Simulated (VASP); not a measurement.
# Ba (Fm-3m) in VASP: notebook

Runs on Ba. Level: PBEsol. Tasks: single point, relaxation of cell and atoms.

All numbers are computed with VASP 6.6.1; they aren't measurements. Logs are shortened: lines on timing, memory, paths and dates and some standing lists are left out, and cuts for length are marked.

## Step 1: The cell of the first run

It takes space group Fm-3m (No. 225, cubic). The conventional cell has a = 6.201 Å, b = 6.201 Å, c = 6.201 Å, α = 90.00°, β = 90.00°, γ = 90.00°. Within 5.8 Å of Ba (site symmetry m-3m) lie 12 Ba at 4.38 Å.

## Step 2: Single point, PBEsol

The input, INCAR:

```
PREC = Accurate
ENCUT = 520
EDIFF = 1E-6
ISMEAR = -1
SIGMA = 0.05
LREAL = F
LASPH = T
NELM = 60
ALGO = Fast
ISIF = 2
LWAVE = F
LCHARG = F
GGA = PS
NBANDS = 11
```

The input, KPOINTS:

```
Automatic mesh
0
Gamma
  7 7 7
```

The input, POSCAR:

```
Ba
1.0
    0.0000000000      3.1004088920      3.1004088920
    3.1004088920      0.0000000000      3.1004088920
    3.1004088920      3.1004088920      0.0000000000
Ba
1
Direct
    0.0000000000      0.0000000000      0.0000000000
```

Potentials or basis: VASP PAW PBE potentials, release 64 (Ba_sv).

The run is started by

```
$ cat potpaw_PBE.64/Ba_sv/POTCAR > POTCAR
$ mpirun -np 1 vasp_std > vasp.out
```

OUTCAR:

```text
PREC = Accurate
   ENCUT = 520
   EDIFF = 1E-6
   ISMEAR = -1
   LREAL = F
   LASPH = T
   NELM = 60
   ISIF = 2
   GGA = PS

 ion  position               nearest neighbor table
   1  0.000  0.000  0.000-

  LATTYP: Found a face centered cubic cell.
 ALAT       =     6.2008177840

  Lattice vectors:

 A1 = (   0.0000000000,   3.1004088920,   3.1004088920)
 A2 = (   3.1004088920,   0.0000000000,   3.1004088920)
 A3 = (   3.1004088920,   3.1004088920,   0.0000000000)

Analysis of symmetry for initial positions (statically):
=====================================================================
 Subroutine PRICEL returns:
 Original cell was already a primitive cell.

 Routine SETGRP: Setting up the symmetry group for a
 face centered cubic supercell.

 Subroutine GETGRP returns: Found 48 space group operations
[... 9 lines left out ...]

 Routine SETGRP: Setting up the symmetry group for a
 face centered cubic supercell.

 Subroutine GETGRP returns: Found 48 space group operations
[... 11 lines left out ...]
                                     Primitive cell

  volume of cell :      59.6056

  direct lattice vectors                    reciprocal lattice vectors
     0.000000000  3.100408892  3.100408892    -0.161269051  0.161269051  0.161269051
     3.100408892  0.000000000  3.100408892     0.161269051 -0.161269051  0.161269051
     3.100408892  3.100408892  0.000000000     0.161269051  0.161269051 -0.161269051

  length of vectors
     4.384640304  4.384640304  4.384640304     0.279326190  0.279326190  0.279326190

  position of ions in fractional coordinates (direct lattice)
     0.000000000  0.000000000  0.000000000

  ion indices of the primitive-cell ions
   primitive index   ion index
                 1           1

----------------------------------------------------------------------------------------

 KPOINTS: Automatic mesh

Automatic generation of k-mesh.
 Grid dimensions read from file:
 generate k-points for:    7    7    7

 Generating k-lattice:

  Cartesian coordinates                     Fractional coordinates (reciprocal lattice)
    -0.023038436  0.023038436  0.023038436     0.142857143  0.000000000  0.000000000
     0.023038436 -0.023038436  0.023038436     0.000000000  0.142857143  0.000000000
     0.023038436  0.023038436 -0.023038436     0.000000000  0.000000000  0.142857143

  Length of vectors
     0.039903741  0.039903741  0.039903741

[... 49 lines left out ...]
   LREAL  =      F    real-space projection
   EDIFFG = 0.1E-04   stopping-criterion for IOM
   NSW    =      0    number of steps for IOM
   IBRION =     -1    ionic relax: 0-MD 1-quasi-New 2-CG
   NFREE  =      0    steps in history (QN), initial steepest desc. (CG)
   ISIF   =      2    stress and relaxation
   ISYM   =      2    0-nonsym 1-usesym 2-fastsym
   POTIM  = 0.5000    time-step for ionic-motion
   TEBEG  =    0.0;   TEEND  =   0.0 temperature during run
   PSTRESS=    0.0 pullay stress
   NELECT =      10.0000    total number of electrons
   NUPDOWN=      -1.0000    fix difference up-down
   EMIN   =  10.00;   EMAX   =-10.00  energy-range for DOS
   EFERMI =   0.00;   METHOD = LEGACY
   ISMEAR =    -1;   SIGMA  =   0.05  broadening in eV -4-tet -1-fermi 0-gaus
   EFERMI_NEDOS =   21; number of points for ismear=-14 and -15
   IALGO  =     68    algorithm
   IMIX   =      4    mixing-type and parameters
     AMIX     =   0.40;   BMIX     =  1.00
     AMIX_MAG =   1.60;   BMIX_MAG =  1.00
  volume/ion in A,a.u.               =      59.61       402.24
  Fermi-wavevector in a.u.,A,eV,Ry     =   0.902913  1.706258 11.092173  0.815252
  Thomas-Fermi vector in A             =   2.026174
   LORBIT       =      0    0 simple, 1 ext, 2 COOP (PROOUT), +10 PAW based schemes
   GGA     = PS    functional components
   LHFCALC =     F    Hartree Fock is set to
   AEXX    =    0.0000 exact exchange contribution
   IVDW    =     0    specifies the selected vdW correction
   LEPSILON=     F    determine dielectric tensor
   LRPA    =     F    only Hartree local field effects (RPA)
 non-spin polarized calculation
 RMM-DIIS sequential band-by-band and
  energy-cutoff  :      520.00
  volume of cell :       59.61
 maximum number of plane-waves:      1639
 NGX is ok and might be reduce to    36
   NGX = 17   NGY = 17   NGZ = 17

 number of electron      10.0000000 magnetization

 Free energy of the ion-electron system (eV)
  ---------------------------------------------------
  ext. energy  EPLUGINS =         0.00000000
  ---------------------------------------------------
  free energy    TOTEN  =        -2.13448293 eV

  energy without entropy =       -2.12071748  energy(sigma->0) =       -2.12760021

 E-fermi :   1.7097     XC(G=0):  -7.6884

 val. band max:        1.6901127397   @ k =  -0.2857   0.4286   0.1429
 cond. band min:       1.9097776279   @ k =  -0.4286   0.4286   0.1429
 fundamental gap:      0.2196648882
 Fermi energy:         1.7096907808

 k-point     1 :       0.0000    0.0000    0.0000
  band No.  band energies     occupation
      1     -27.0251      2.00000
      2     -11.9268      2.00000
      3     -11.9268      2.00000
      4     -11.9268      2.00000
      5      -1.0788      2.00000
      6       3.5729      0.00000
      7       3.5729      0.00000
      8       3.5729      0.00000
      9       5.2544      0.00000
     10       5.2544      0.00000
     11       7.8797      0.00000
[... 253 lines left out ...]
 k-point    20 :      -0.2857    0.4286    0.1429
  band No.  band energies     occupation
      1     -26.9576      2.00000
      2     -12.3129      2.00000
      3     -12.2799      2.00000
      4     -12.1052      2.00000
      5       1.6901      1.19332
      6       2.1549      0.00027
      7       2.7647      0.00000
      8       4.3327      0.00000
      9       6.4470      0.00000
     10       6.8950      0.00000
     11       8.3867      0.00000

------------------------ aborting loop because EDIFF is reached ----------------------------------------

  FORCE on cell =-STRESS in cart. coord.  units (eV):
  Direction    XX          YY          ZZ          XY          YZ          ZX
  --------------------------------------------------------------------------------------
  -------------------------------------------------------------------------------------
  Total        0.0192033      0.0192033      0.0192033     -0.0000000      0.0000000     -0.0000000
  in kB        0.5161781      0.5161781      0.5161781     -0.0000000      0.0000000     -0.0000000
  external PRESSURE =       0.5161781 kB  Pullay stress =       0.0000000 kB

 VOLUME and BASIS-vectors are now :
 -----------------------------------------------------------------------------
  energy-cutoff  :      520.00
  volume of cell :       59.61
      direct lattice vectors                 reciprocal lattice vectors
     0.000000000  3.100408892  3.100408892    -0.161269051  0.161269051  0.161269051
     3.100408892  0.000000000  3.100408892     0.161269051 -0.161269051  0.161269051
     3.100408892  3.100408892  0.000000000     0.161269051  0.161269051 -0.161269051

 POSITION                                       TOTAL-FORCE (eV/Angst)
 -----------------------------------------------------------------------------------
      0.00000      0.00000      0.00000         0.000000      0.000000      0.000000
 -----------------------------------------------------------------------------------
    total drift:                               -0.000000      0.000000      0.000000

  FREE ENERGIE OF THE ION-ELECTRON SYSTEM (eV)
  ---------------------------------------------------
  free  energy   TOTEN  =        -2.1344829321 eV

  energy  without entropy=       -2.1207174786  energy(sigma->0) =       -2.12760021
```

It took 10 s on 1 thread of Intel Xeon 6975P-C (Granite Rapids), shared host; peak memory 0.2 GiB.

Results:

```yaml
Free_energy: -2.1345 eV
Pressure: 0.1 GPa
Band_gap_on_the_k_mesh: zero (band 5 reaches 1.69 eV, above the bottom of band 6 at 1.58 eV)
```

Levels at points of the mesh, in eV from the Fermi level:
```csv
k point,band 3,band 4,band 5,band 6,band 7,band 8
"(0.00, 0.00, 0.00)",-13.64,-13.64,-2.79,1.86,1.86,1.86
```

Caveat: the PAW data sets were made with another functional, which shifts forces and pressure a little; spin-orbit coupling is left out, which moves the levels of the heavy elements.

## Step 3: Single point, PBEsol

This run uses another cell than the first one, of 67.56 Å³/atom, 1.134 times its volume.

The input, INCAR:

```
SYSTEM = Ba
  PREC = Accurate
  ENCUT = 520
  EDIFF = 1E-6
  ISMEAR = -1
  SIGMA = 0.05
  LREAL = .FALSE.
  LASPH = .TRUE.
  NELM = 80
  ALGO = Normal
  ISIF = 2
  LWAVE = .FALSE.
  LCHARG = .FALSE.
  GGA = PS
  NBANDS = 11
```

The input, KPOINTS:

```
regular mesh
0
G
  7 7 7
  0 0 0
```

The input, POSCAR:

```
Ba
1.0
    0.0000000000      3.2326650028      3.2326650028
    3.2326650028      0.0000000000      3.2326650028
    3.2326650028      3.2326650028      0.0000000000
Ba
1
Direct
    0.0000000000      0.0000000000      0.0000000000
```

Potentials or basis: VASP PAW PBE potentials, release 64 (Ba_sv).

The run is started by

```
$ cat potpaw_PBE.64/Ba_sv/POTCAR > POTCAR
$ mpirun -np 1 vasp_std > vasp.out
```

OUTCAR:

```text
SYSTEM = Ba
   PREC = Accurate
   ENCUT = 520
   EDIFF = 1E-6
   ISMEAR = -1
   LREAL = .FALSE.
   LASPH = .TRUE.
   NELM = 80
   ISIF = 2
   GGA = PS

 ion  position               nearest neighbor table
   1  0.000  0.000  0.000-

  LATTYP: Found a face centered cubic cell.
 ALAT       =     6.4653300056

  Lattice vectors:

 A1 = (   0.0000000000,   3.2326650028,   3.2326650028)
 A2 = (   3.2326650028,   0.0000000000,   3.2326650028)
 A3 = (   3.2326650028,   3.2326650028,   0.0000000000)

Analysis of symmetry for initial positions (statically):
=====================================================================
 Subroutine PRICEL returns:
 Original cell was already a primitive cell.

 Routine SETGRP: Setting up the symmetry group for a
 face centered cubic supercell.

 Subroutine GETGRP returns: Found 48 space group operations
[... 9 lines left out ...]

 Routine SETGRP: Setting up the symmetry group for a
 face centered cubic supercell.

 Subroutine GETGRP returns: Found 48 space group operations
[... 11 lines left out ...]
                                     Primitive cell

  volume of cell :      67.5635

  direct lattice vectors                    reciprocal lattice vectors
     0.000000000  3.232665003  3.232665003    -0.154671146  0.154671146  0.154671146
     3.232665003  0.000000000  3.232665003     0.154671146 -0.154671146  0.154671146
     3.232665003  3.232665003  0.000000000     0.154671146  0.154671146 -0.154671146

  length of vectors
     4.571678690  4.571678690  4.571678690     0.267898283  0.267898283  0.267898283

  position of ions in fractional coordinates (direct lattice)
     0.000000000  0.000000000  0.000000000

  ion indices of the primitive-cell ions
   primitive index   ion index
                 1           1

----------------------------------------------------------------------------------------

 KPOINTS: regular mesh

Automatic generation of k-mesh.
 Grid dimensions read from file:
 generate k-points for:    7    7    7

 Generating k-lattice:

  Cartesian coordinates                     Fractional coordinates (reciprocal lattice)
    -0.022095878  0.022095878  0.022095878     0.142857143  0.000000000  0.000000000
     0.022095878 -0.022095878  0.022095878     0.000000000  0.142857143  0.000000000
     0.022095878  0.022095878 -0.022095878     0.000000000  0.000000000  0.142857143

  Length of vectors
     0.038271183  0.038271183  0.038271183

  Shift w.r.t. Gamma in fractional coordinates (k-lattice)
     0.000000000  0.000000000  0.000000000

 Subroutine IBZKPT returns following result:
 ===========================================

 Found     20 irreducible k-points:

 Following reciprocal coordinates:
            Coordinates               Weight
  0.000000  0.000000  0.000000      1.000000
  0.142857  0.000000  0.000000      8.000000
  0.285714  0.000000  0.000000      8.000000
  0.428571  0.000000  0.000000      8.000000
  0.142857  0.142857  0.000000      6.000000
  0.285714  0.142857  0.000000     24.000000
[... 12 lines left out ...]
 -0.428571  0.428571  0.142857     24.000000
 -0.285714  0.428571  0.142857     24.000000
   k-points           NKPTS =     20   k-points in BZ     NKDIM =     20   number of bands    NBANDS=     11
   number of dos      NEDOS =    301   number of ions     NIONS =      1
   total plane-waves  NPLWV =  46656
   dimension x,y,z NGX =    36 NGY =   36 NGZ =   36
   dimension x,y,z NGXF=    72 NGYF=   72 NGZF=   72
   ions per type =               1
   NGX,Y,Z   is equivalent  to a cutoff of  13.09, 13.09, 13.09 a.u.
   NGXF,Y,Z  is equivalent  to a cutoff of  26.18, 26.18, 26.18 a.u.
 SYSTEM =  Ba
   PREC   = accura    normal or accurate (medium, high low for compatibility)
   ISTART =      0    job   : 0-new  1-cont  2-samecut
   ICHARG =      2    charge: 1-file 2-atom 10-const
   ISPIN  =      1    spin polarized calculation?
   LNONCOLLINEAR =      F non collinear calculations
   LSORBIT =      F    spin-orbit coupling
   LASPH  =      T    aspherical Exc in radial PAW
   ENCUT  =  520.0 eV  38.22 Ry    6.18 a.u.   8.50  8.50  8.50*2*pi/ulx,y,z
   NELM   =     80;   NELMIN=  2; NELMDL= -5     # of ELM steps
   EDIFF  = 0.1E-05   stopping-criterion for ELM
   LREAL  =      F    real-space projection
   EDIFFG = 0.1E-04   stopping-criterion for IOM
   NSW    =      0    number of steps for IOM
   IBRION =     -1    ionic relax: 0-MD 1-quasi-New 2-CG
   NFREE  =      0    steps in history (QN), initial steepest desc. (CG)
   ISIF   =      2    stress and relaxation
   ISYM   =      2    0-nonsym 1-usesym 2-fastsym
   POTIM  = 0.5000    time-step for ionic-motion
   TEBEG  =    0.0;   TEEND  =   0.0 temperature during run
   PSTRESS=    0.0 pullay stress
   NELECT =      10.0000    total number of electrons
   NUPDOWN=      -1.0000    fix difference up-down
   EMIN   =  10.00;   EMAX   =-10.00  energy-range for DOS
   EFERMI =   0.00;   METHOD = LEGACY
   ISMEAR =    -1;   SIGMA  =   0.05  broadening in eV -4-tet -1-fermi 0-gaus
   EFERMI_NEDOS =   21; number of points for ismear=-14 and -15
   IALGO  =     38    algorithm
   IMIX   =      4    mixing-type and parameters
     AMIX     =   0.40;   BMIX     =  1.00
     AMIX_MAG =   1.60;   BMIX_MAG =  1.00
  volume/ion in A,a.u.               =      67.56       455.94
  Fermi-wavevector in a.u.,A,eV,Ry     =   0.865973  1.636451 10.203124  0.749908
  Thomas-Fermi vector in A             =   1.984294
   LORBIT       =      0    0 simple, 1 ext, 2 COOP (PROOUT), +10 PAW based schemes
   GGA     = PS    functional components
   LHFCALC =     F    Hartree Fock is set to
   AEXX    =    0.0000 exact exchange contribution
   IVDW    =     0    specifies the selected vdW correction
   LEPSILON=     F    determine dielectric tensor
   LRPA    =     F    only Hartree local field effects (RPA)
 non-spin polarized calculation
  energy-cutoff  :      520.00
  volume of cell :       67.56
 maximum number of plane-waves:      1841
 NGX is ok and might be reduce to    36
   NGX = 17   NGY = 17   NGZ = 17

 number of electron      10.0000000 magnetization

 Free energy of the ion-electron system (eV)
  ---------------------------------------------------
  ext. energy  EPLUGINS =         0.00000000
  ---------------------------------------------------
  free energy    TOTEN  =        -2.11163194 eV

  energy without entropy =       -2.09986681  energy(sigma->0) =       -2.10574937

 E-fermi :   1.3455     XC(G=0):  -7.2825

 val. band max:        1.3343578310   @ k =  -0.2857   0.4286   0.1429
 cond. band min:       1.3514890046   @ k =  -0.4286   0.4286   0.0000
 fundamental gap:      0.0171311736
 Fermi energy:         1.3455172889

 k-point     1 :       0.0000    0.0000    0.0000
  band No.  band energies     occupation
      1     -27.6511      2.00000
      2     -12.6206      2.00000
      3     -12.6206      2.00000
      4     -12.6206      2.00000
      5      -1.4157      2.00000
      6       3.0400      0.00000
      7       3.0400      0.00000
      8       3.0400      0.00000
      9       4.4905      0.00000
     10       4.4905      0.00000
     11       7.1926      0.00000

 k-point     2 :       0.1429    0.0000    0.0000
  band No.  band energies     occupation
      1     -27.6456      2.00000
      2     -12.6936      2.00000
      3     -12.6300      2.00000
      4     -12.6300      2.00000
      5      -1.0905      2.00000
      6       2.6825      0.00000
      7       3.1761      0.00000
      8       3.1761      0.00000
      9       4.3334      0.00000
     10       4.3334      0.00000
     11       7.8167      0.00000
[... 239 lines left out ...]
 k-point    20 :      -0.2857    0.4286    0.1429
  band No.  band energies     occupation
      1     -27.6127      2.00000
      2     -12.8769      2.00000
      3     -12.8547      2.00000
      4     -12.7396      2.00000
      5       1.3344      1.11113
      6       1.6783      0.00257
      7       2.1899      0.00000
      8       3.6538      0.00000
      9       5.5131      0.00000
     10       5.8306      0.00000
     11       7.1547      0.00000

------------------------ aborting loop because EDIFF is reached ----------------------------------------

  FORCE on cell =-STRESS in cart. coord.  units (eV):
  Direction    XX          YY          ZZ          XY          YZ          ZX
  --------------------------------------------------------------------------------------
  -------------------------------------------------------------------------------------
  Total       -0.3868110     -0.3868110     -0.3868110     -0.0000000     -0.0000000     -0.0000000
  in kB       -9.1727029     -9.1727029     -9.1727029     -0.0000000     -0.0000000     -0.0000000
  external PRESSURE =      -9.1727029 kB  Pullay stress =       0.0000000 kB

 VOLUME and BASIS-vectors are now :
 -----------------------------------------------------------------------------
  energy-cutoff  :      520.00
  volume of cell :       67.56
      direct lattice vectors                 reciprocal lattice vectors
     0.000000000  3.232665003  3.232665003    -0.154671146  0.154671146  0.154671146
     3.232665003  0.000000000  3.232665003     0.154671146 -0.154671146  0.154671146
     3.232665003  3.232665003  0.000000000     0.154671146  0.154671146 -0.154671146

 POSITION                                       TOTAL-FORCE (eV/Angst)
 -----------------------------------------------------------------------------------
      0.00000      0.00000      0.00000         0.000000      0.000000      0.000000
 -----------------------------------------------------------------------------------
    total drift:                               -0.000000      0.000000      0.000000

  FREE ENERGIE OF THE ION-ELECTRON SYSTEM (eV)
  ---------------------------------------------------
  free  energy   TOTEN  =        -2.1116319375 eV

  energy  without entropy=       -2.0998668087  energy(sigma->0) =       -2.10574937
```

It took 9.6 s on 1 thread of Intel Xeon 6975P-C (Granite Rapids), shared host; peak memory 0.19 GiB.

What came out:

```yaml
Free_energy: -2.1116 eV
Pressure: -0.9 GPa
Band_gap_on_the_k_mesh: zero (band 5 reaches 1.33 eV, above the bottom of band 6 at 1.29 eV)
```

Caveat: the PAW data sets were made with another functional, which shifts forces and pressure a little; spin-orbit coupling is left out, which moves the levels of the heavy elements.

(Part 1 of 2 ends here.)
